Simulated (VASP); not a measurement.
# Co (P6_3/mmc) in VASP: a series of runs, part 2 of 2

VASP 6.6.1. The steps go on from the part before.

## (3) Single point, PBE+D3(BJ), collinear spin, ferromagnetic start

This run uses another cell than the first one, of 10.26 Å³/atom.

Contents of INCAR:

```
PREC     = Accurate       # precision mode
ENCUT    = 520            # plane-wave cutoff, eV
EDIFF    = 1E-7           # SCF threshold, eV
ISMEAR   = -1             # smearing method
SIGMA    = 0.05           # smearing width, eV
LREAL    = F              # projectors in reciprocal space
LASPH    = T              # aspherical terms in the spheres
NELM     = 150            # most SCF steps
ALGO     = Normal         # electronic algorithm
ISIF     = 2              # what is computed and relaxed
LWAVE    = F              # write WAVECAR
LCHARG   = F              # write CHGCAR
ISPIN    = 2              # spin polarisation
MAGMOM   = 2 2 2 2        # initial moments
LORBIT   = 11             # projections on sites
LMAXMIX  = 4              # l up to which the mixer works
GGA      = PE             # functional
IVDW     = 12             # dispersion correction
NBANDS   = 30             # bands
```

Contents of KPOINTS:

```
Automatic mesh
0
Gamma
  12 12 4
```

Contents of POSCAR:

```
Co
1.0
    2.4371717178      0.0000000000      0.0000000000
   -1.2185858589      2.1106526210      0.0000000000
    0.0000000000      0.0000000000      7.9789199430
Co
4
Direct
    0.6666666667      0.3333333333      0.7500000000
    0.0000000000      0.0000000000      0.5000000000
    0.3333333333      0.6666666667      0.2500000000
    0.0000000000      0.0000000000      0.0000000000
```

Potentials or basis: VASP PAW PBE potentials, release 64 (Co).

Command:

```
$ cat potpaw_PBE.64/Co/POTCAR > POTCAR
$ mpirun -np 1 vasp_std > vasp.out
```

OUTCAR:

```text
PREC = Accurate
   ENCUT = 520
   EDIFF = 1E-7
   ISMEAR = -1
   LREAL = F
   LASPH = T
   NELM = 150
   ISIF = 2
   ISPIN = 2
   LORBIT = 11
   GGA = PE
   IVDW = 12
 IVDW          = 12

 ion  position               nearest neighbor table
   1  0.667  0.333  0.750-   2 2.44   4 2.44   2 2.44   4 2.44   2 2.44   4 2.44
   2  0.000  0.000  0.500-   1 2.44   3 2.44   1 2.44   3 2.44   1 2.44   3 2.44
   3  0.333  0.667  0.250-   2 2.44   4 2.44   2 2.44   4 2.44   2 2.44   4 2.44
   4  0.000  0.000  0.000-   1 2.44   3 2.44   1 2.44   3 2.44   1 2.44   3 2.44

  LATTYP: Found a hexagonal cell.
 ALAT       =     2.4371717178
 C/A-ratio  =     3.2738439744

  Lattice vectors:

 A1 = (   2.4371717178,   0.0000000000,   0.0000000000)
 A2 = (  -1.2185858589,   2.1106526210,   0.0000000000)
 A3 = (   0.0000000000,   0.0000000000,   7.9789199430)

Analysis of symmetry for initial positions (statically):
=====================================================================
 Subroutine PRICEL returns:
 Original cell was already a primitive cell.

 Routine SETGRP: Setting up the symmetry group for a
 hexagonal supercell.

 Subroutine GETGRP returns: Found 24 space group operations
 (whereof 12 operations were pure point group operations)
 out of a pool of 24 trial point group operations.

The static configuration has the point symmetry D_3d.
 The point group associated with its full space group is D_6h.

Analysis of symmetry for dynamics (positions and initial velocities):
=====================================================================
 Subroutine PRICEL returns:
 Original cell was already a primitive cell.

 Routine SETGRP: Setting up the symmetry group for a
 hexagonal supercell.

 Subroutine GETGRP returns: Found 24 space group operations
 (whereof 12 operations were pure point group operations)
 out of a pool of 24 trial point group operations.

The dynamic configuration has the point symmetry D_3d.
 The point group associated with its full space group is D_6h.

Analysis of structural, dynamic, and magnetic symmetry:
=====================================================================
 Subroutine PRICEL returns:
 Original cell was already a primitive cell.

 Routine SETGRP: Setting up the symmetry group for a
 hexagonal supercell.

 Subroutine GETGRP returns: Found 24 space group operations
 (whereof 12 operations were pure point group operations)
 out of a pool of 24 trial point group operations.

The overall configuration has the point symmetry D_3d.
 The point group associated with its full space group is D_6h.

 Subroutine INISYM returns: Found 24 space group operations
 (whereof 12 operations are pure point group operations),
 and found     1 'primitive' translations

----------------------------------------------------------------------------------------

                                     Primitive cell

  volume of cell :      41.0437

  direct lattice vectors                    reciprocal lattice vectors
     2.437171718  0.000000000  0.000000000     0.410311671  0.236893554  0.000000000
    -1.218585859  2.110652621  0.000000000     0.000000000  0.473787107  0.000000000
     0.000000000  0.000000000  7.978919943     0.000000000  0.000000000  0.125330246

  length of vectors
     2.437171718  2.437171718  7.978919943     0.473787107  0.473787107  0.125330246

  position of ions in fractional coordinates (direct lattice)
     0.666666667  0.333333333  0.750000000
     0.000000000  0.000000000  0.500000000
[... 82 lines left out ...]
   LREAL  =      F    real-space projection
   EDIFFG = 0.1E-05   stopping-criterion for IOM
   NSW    =      0    number of steps for IOM
   IBRION =     -1    ionic relax: 0-MD 1-quasi-New 2-CG
   NFREE  =      0    steps in history (QN), initial steepest desc. (CG)
   ISIF   =      2    stress and relaxation
   ISYM   =      2    0-nonsym 1-usesym 2-fastsym
   POTIM  = 0.5000    time-step for ionic-motion
   TEBEG  =    0.0;   TEEND  =   0.0 temperature during run
   PSTRESS=    0.0 pullay stress
   NELECT =      36.0000    total number of electrons
   NUPDOWN=      -1.0000    fix difference up-down
   EMIN   =  10.00;   EMAX   =-10.00  energy-range for DOS
   EFERMI =   0.00;   METHOD = LEGACY
   ISMEAR =    -1;   SIGMA  =   0.05  broadening in eV -4-tet -1-fermi 0-gaus
   EFERMI_NEDOS =   21; number of points for ismear=-14 and -15
   IALGO  =     38    algorithm
   IMIX   =      4    mixing-type and parameters
     AMIX     =   0.40;   BMIX     =  1.00
     AMIX_MAG =   1.60;   BMIX_MAG =  1.00
  volume/ion in A,a.u.               =      10.26        69.24
  Fermi-wavevector in a.u.,A,eV,Ry     =   1.567088  2.961367 33.412700  2.455764
  Thomas-Fermi vector in A             =   2.669320
   LORBIT       =     11    0 simple, 1 ext, 2 COOP (PROOUT), +10 PAW based schemes
   GGA     = PE    functional components
   LHFCALC =     F    Hartree Fock is set to
   AEXX    =    0.0000 exact exchange contribution
   IVDW    =    12    specifies the selected vdW correction
   LEPSILON=     F    determine dielectric tensor
   LRPA    =     F    only Hartree local field effects (RPA)
 spin polarized calculation
  energy-cutoff  :      520.00
  volume of cell :       41.04
 maximum number of plane-waves:      1128
   NGX =  9   NGY =  9   NGZ = 29

 number of electron      35.9999945 magnetization       6.3521836

 Free energy of the ion-electron system (eV)
  ---------------------------------------------------
  ext. energy  EPLUGINS =         0.00000000
  ---------------------------------------------------
  free energy    TOTEN  =       -28.02743804 eV

  energy without entropy =      -27.99201199  energy(sigma->0) =      -28.00972501

 E-fermi :  11.1283     XC(G=0): -13.7360

 val. band max:       11.1252529119   @ k =   0.2500   0.1667   0.2500
 cond. band min:      11.1290976249   @ k =   0.2500   0.1667   0.2500
 fundamental gap:      0.0038447130
 Fermi energy:        11.1282678702

 spin component 1

 k-point     1 :       0.0000    0.0000    0.0000
  band No.  band energies     occupation
      1       1.8214      1.00000
      2       4.0973      1.00000
      3       4.1219      1.00000
      4       5.6739      1.00000
      5       7.9840      1.00000
      6       8.0195      1.00000
[... 781 lines left out ...]
     29      26.3697      0.00000
     30      27.2400      0.00000

 [... further k-points ...]

 spin component 2

 k-point     1 :       0.0000    0.0000    0.0000
  band No.  band energies     occupation
      1       1.8433      1.00000
      2       4.2028      1.00000
      3       4.2069      1.00000
      4       6.5721      1.00000
      5       9.2792      1.00000
      6       9.3403      1.00000
[... 781 lines left out ...]
     29      26.7473      0.00000
     30      27.6477      0.00000

 [... further k-points ...]

------------------------ aborting loop because EDIFF is reached ----------------------------------------

 Edisp (eV)   -1.76633

 E8    (eV) :    -0.7755

  FORCE on cell =-STRESS in cart. coord.  units (eV):
  Direction    XX          YY          ZZ          XY          YZ          ZX
  --------------------------------------------------------------------------------------
  -------------------------------------------------------------------------------------
  Total       1.98471     1.98471     0.98571     0.00000     0.00000     0.00000
  in kB      77.47481    77.47481    38.47789     0.00000     0.00000     0.00000
  external pressure =       64.48 kB  Pullay stress =        0.00 kB

 VOLUME and BASIS-vectors are now :
 -----------------------------------------------------------------------------
  energy-cutoff  :      520.00
  volume of cell :       41.04
      direct lattice vectors                 reciprocal lattice vectors
     2.437171718  0.000000000  0.000000000     0.410311671  0.236893554  0.000000000
    -1.218585859  2.110652621  0.000000000     0.000000000  0.473787107  0.000000000
     0.000000000  0.000000000  7.978919943     0.000000000  0.000000000  0.125330246

 POSITION                                       TOTAL-FORCE (eV/Angst)
 -----------------------------------------------------------------------------------
      1.21859      0.70355      5.98419         0.000000     -0.000000     -0.000000
      0.00000      0.00000      3.98946         0.000000      0.000000     -0.000000
     -0.00000      1.40710      1.99473        -0.000000      0.000000      0.000000
      0.00000      0.00000      0.00000         0.000000      0.000000     -0.000000
 -----------------------------------------------------------------------------------
    total drift:                                0.000000     -0.000000      0.000000

  FREE ENERGIE OF THE ION-ELECTRON SYSTEM (eV)
  ---------------------------------------------------
  free  energy   TOTEN  =       -29.7937631125 eV

  energy  without entropy=      -29.7583370650  energy(sigma->0) =      -29.77605009

 total charge

# of ion       s       p       d       tot
------------------------------------------
    1        0.514   0.575   7.295   8.385
    2        0.514   0.571   7.304   8.390
    3        0.514   0.575   7.295   8.385
    4        0.514   0.571   7.304   8.390
--------------------------------------------------
tot          2.057   2.293  29.200  33.549

 magnetization (x)

# of ion       s       p       d       tot
------------------------------------------
    1       -0.014  -0.052   1.672   1.606
    2       -0.015  -0.049   1.649   1.585
    3       -0.014  -0.052   1.672   1.606
    4       -0.015  -0.049   1.649   1.585
--------------------------------------------------
tot         -0.057  -0.203   6.642   6.382
```

Run time: 76 s. Hardware: 1 thread of Intel Xeon 6975P-C (Granite Rapids), shared host; peak memory 0.23 GiB.

What came out:

| Item | Value |
| --- | --- |
| Free energy | -29.7938 eV |
| Pressure | 6.4 GPa |
| Net moment | 6.35 μB per cell |
| Site moments | Co +1.61, +1.58 (each value once) μB |
| Valence electrons inside the program's atomic spheres | Co 8.38, 8.39 (each value once) |
| Dispersion energy per atom | -0.442 eV |

Caveat: the cell stands under pressure.

## (4) Single point, PBE+D3(BJ), collinear spin, ferromagnetic start

This run uses another cell than the first one, of 10.47 Å³/atom.

Contents of INCAR:

```
PREC     = Accurate       # precision mode
ENCUT    = 520            # plane-wave cutoff, eV
EDIFF    = 1E-6           # SCF threshold, eV
ISMEAR   = -1             # smearing method
SIGMA    = 0.05           # smearing width, eV
LREAL    = False          # projectors in reciprocal space
LASPH    = True           # aspherical terms in the spheres
NELM     = 150            # most SCF steps
ALGO     = Normal         # electronic algorithm
ISIF     = 2              # what is computed and relaxed
LWAVE    = False          # write WAVECAR
LCHARG   = False          # write CHGCAR
ISPIN    = 2              # spin polarisation
MAGMOM   = 2 2 2 2        # initial moments
LORBIT   = 11             # projections on sites
LMAXMIX  = 4              # l up to which the mixer works
GGA      = PE             # functional
IVDW     = 12             # dispersion correction
NBANDS   = 30             # bands
```

KPOINTS is that of step 3.

Contents of POSCAR:

```
Co
1.0
    2.4539803297      0.0000000000      0.0000000000
   -1.2269901649      2.1252093060      0.0000000000
    0.0000000000      0.0000000000      8.0339487160
Co
4
Direct
    0.6666666667      0.3333333333      0.7500000000
    0.0000000000      0.0000000000      0.5000000000
    0.3333333333      0.6666666667      0.2500000000
    0.0000000000      0.0000000000      0.0000000000
```

Command:

```
$ cat potpaw_PBE.64/Co/POTCAR > POTCAR
$ mpirun -np 1 vasp_std > vasp.out
```

Wall time 79 s (1 thread of Intel Xeon 6975P-C (Granite Rapids), shared host); peak memory 0.24 GiB.

The run converged. Its results:

| Item | Value |
| --- | --- |
| Free energy | -29.8151 eV |
| Pressure | 1.6 GPa |
| Net moment | 6.47 μB per cell |
| Site moments | Co +1.64, +1.62 (each value once) μB |
| Valence electrons inside the program's atomic spheres | Co 8.34, 8.35 (each value once) |
| Dispersion energy per atom | -0.432 eV |

Stress tensor (GPa, compression positive):
```
 2.91  0.00  0.00
 0.00  2.91  0.00
 0.00  0.00 -1.02
```

Levels at points of the mesh, in eV from the Fermi level:
Spin up:
```
           k point  band 20  band 21  band 22  band 23  band 24  band 25
(0.00, 0.00, 0.00)    -1.17    -1.17    -0.76    -0.76    -0.30     6.44
(0.50, 0.00, 0.00)    -0.48     0.28     1.41     2.58     3.22     7.24
(0.00, 0.00, 0.50)    -1.65    -0.94    -0.94    -0.94    -0.94     9.45
(0.50, 0.00, 0.50)    -0.52     1.31     1.31     2.90     2.90     7.58
```
Spin down:
| k point | band 12 | band 13 | band 14 | band 15 | band 16 | band 17 |
| --- | --- | --- | --- | --- | --- | --- |
| (0.00, 0.00, 0.00) | -0.88 | -0.88 | -0.84 | -0.84 | -0.34 | 0.05 |
| (0.50, 0.00, 0.00) | -0.11 | -0.07 | 0.53 | 1.23 | 1.25 | 1.26 |
| (0.00, 0.00, 0.50) | -1.09 | -0.98 | -0.98 | -0.98 | -0.98 | 0.24 |
| (0.50, 0.00, 0.50) | -0.88 | -0.25 | -0.25 | 0.84 | 0.84 | 1.24 |

## (5) Single point, PBE+D3(BJ), collinear spin, ferromagnetic start

This run uses another cell than the first one, of 10.69 Å³/atom.

Contents of INCAR:

```
  PREC = Accurate
  ENCUT = 520
  EDIFF = 1E-6
  ISMEAR = -1
  SIGMA = 0.05
  LREAL = F
  LASPH = T
  NELM = 150
  ALGO = Normal
  ISIF = 2
  LWAVE = F
  LCHARG = F
  ISPIN = 2
  MAGMOM = 2 2 2 2
  LORBIT = 11
  LMAXMIX = 4
  GGA = PE
  IVDW = 12
  NBANDS = 30
```

Contents of KPOINTS:

```
regular mesh
0
Gamma
  12 12 4
```

Contents of POSCAR:

```
Co
1.0
    2.4705617809      0.0000000000      0.0000000000
   -1.2352808905      2.1395692639      0.0000000000
    0.0000000000      0.0000000000      8.0882338000
Co
4
Direct
    0.6666666667      0.3333333333      0.7500000000
    0.0000000000      0.0000000000      0.5000000000
    0.3333333333      0.6666666667      0.2500000000
    0.0000000000      0.0000000000      0.0000000000
```

Command:

```
$ cat potpaw_PBE.64/Co/POTCAR > POTCAR
$ mpirun -np 1 vasp_std > vasp.out
```

Run time: 74 s. Hardware: 1 thread of Intel Xeon 6975P-C (Granite Rapids), shared host; peak memory 0.24 GiB.

The run converged. Its results:

- Free energy: -29.8119 eV
- Pressure: -2.8 GPa
- Net moment: 6.57 μB per cell
- Site moments: Co +1.67, +1.65 (each value once) μB
- Valence electrons inside the program's atomic spheres: Co 8.30
- Dispersion energy per atom: -0.423 eV

Stress tensor (GPa, compression positive):
```
-1.52  0.00  0.00
 0.00 -1.52  0.00
 0.00  0.00 -5.34
```

Levels at points of the mesh, in eV from the Fermi level:
Spin up:
```csv
k point,band 20,band 21,band 22,band 23,band 24,band 25
"(0.00, 0.00, 0.00)",-1.20,-1.20,-0.81,-0.81,-0.29,6.25
"(0.50, 0.00, 0.00)",-0.53,0.28,1.39,2.50,3.13,7.05
"(0.00, 0.00, 0.50)",-1.67,-0.98,-0.98,-0.98,-0.98,9.25
"(0.50, 0.00, 0.50)",-0.57,1.25,1.25,2.82,2.82,7.40
```
Spin down:
```tsv
k point	band 11	band 12	band 13	band 14	band 15	band 16	band 17	band 18
(0.00, 0.00, 0.00)	-1.13	-0.84	-0.84	-0.80	-0.80	-0.33	0.07	0.07
(0.50, 0.00, 0.00)	-0.81	-0.09	-0.05	0.52	1.21	1.23	1.24	1.26
(0.00, 0.00, 0.50)	-1.04	-1.04	-0.94	-0.94	-0.94	-0.94	0.25	0.25
(0.50, 0.00, 0.50)	-0.84	-0.84	-0.24	-0.24	0.83	0.83	1.22	1.22
```

## (6) The runs side by side

| cell | gap on the mesh (eV) | pressure (GPa) | moment (μB) |
| --- | --- | --- | --- |
| a = 2.420, b = 2.420, c = 7.923 Å, angles 90.0, 90.0, 120.0°, 4 atoms | none | 11.9 | 6.23 |
| a = 2.437, b = 2.437, c = 7.979 Å, angles 90.0, 90.0, 120.0°, 4 atoms | none | 6.4 | 6.35 |
| a = 2.454, b = 2.454, c = 8.034 Å, angles 90.0, 90.0, 120.0°, 4 atoms | none | 1.6 | 6.47 |
| a = 2.471, b = 2.471, c = 8.088 Å, angles 90.0, 90.0, 120.0°, 4 atoms | none | -2.8 | 6.57 |

Alike in all rows: task single point; level PBE+D3(BJ); potentials or basis VASP PAW PBE potentials, release 64 (Co); spin collinear, ferromagnetic start; k mesh 12 × 12 × 4; cutoff (eV) 520; smearing fermi-dirac 0.05 eV.

Caveats: the cell stands under pressure (at least some runs).

Total energies depend on the potentials used, so only differences within one code and one set of settings carry meaning.
